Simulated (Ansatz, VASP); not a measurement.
One calculation of Al2Cu, two programs

Contents of INCAR:

```
PREC = Accurate
ENCUT = 520
EDIFF = 1E-7
ISMEAR = -1
SIGMA = 0.05
LREAL = F
LASPH = T
NELM = 100
ALGO = Normal
ISIF = 2
LWAVE = F
LCHARG = F
GGA = PS
NBANDS = 16
```

Contents of KPOINTS:

```
Automatic mesh
0
Gamma
  9 9 9
```

File POSCAR:

```
Al2Cu
1.0
   -2.0437838356      2.0437838356      2.8699759675
    2.0437838356     -2.0437838356      2.8699759675
    2.0437838356      2.0437838356     -2.8699759675
Cu Al
1 2
Direct
    0.5000000000      0.5000000000      0.0000000000
    0.2500000000      0.7500000000      0.5000000000
    0.7500000000      0.2500000000      0.5000000000
```

Contents of input.yaml:

```yaml
crystal:
  lattice:
    - [-2.0437838356, 2.0437838356, 2.8699759675]
    - [2.0437838356, -2.0437838356, 2.8699759675]
    - [2.0437838356, 2.0437838356, -2.8699759675]
  atoms:
    - { symbol: Cu, position: [0.5, 0.5, 0.0] }
    - { symbol: Al, position: [0.25, 0.75, 0.5] }
    - { symbol: Al, position: [0.75, 0.25, 0.5] }
kpoints:
  mp_grid: { grid: [9, 9, 9] }
scf:
  occupations: { method: fermi_dirac, width: 0.05 }
hamiltonian:
  xc: pbesol
  pseudopotentials: { kind: all_electron, lapw: { basis_error: 0.001 } }
output:
  forces: true
  stress: true
  eigenvalues: true
```

Change from the starting cell: volume scaled by 1.02.

Alike in both runs: task single point; functional PBEsol; k mesh 9 × 9 × 9; occupations fermi-dirac, width 0.05 eV; no spin polarisation.

```csv
,VASP,Ansatz
version,VASP 6.6.1,Ansatz 0.2.0
potentials or method,"VASP PAW PBE potentials, release 64 (Cu, Al), cutoff 520 eV","all-electron LAPW, scalar-relativistic"
```

Ansatz gave:

```
gap on the k mesh at the Fermi level (eV)                     : none
pressure (GPa)                                                : -2.1
traceless stress, the component that is largest in VASP (GPa) : 0.11
```

Question: Which values does VASP return?

Answer: gap on the k mesh at the Fermi level (eV): none; pressure (GPa): -1.9; traceless stress, the component that is largest in VASP (GPa): 0.10.

VASP's potentials were made for PBE, not for PBEsol. A gap of «none» marks a metal or a gap that the smearing closes. Ansatz ran all-electron here, and VASP with PAW potentials.
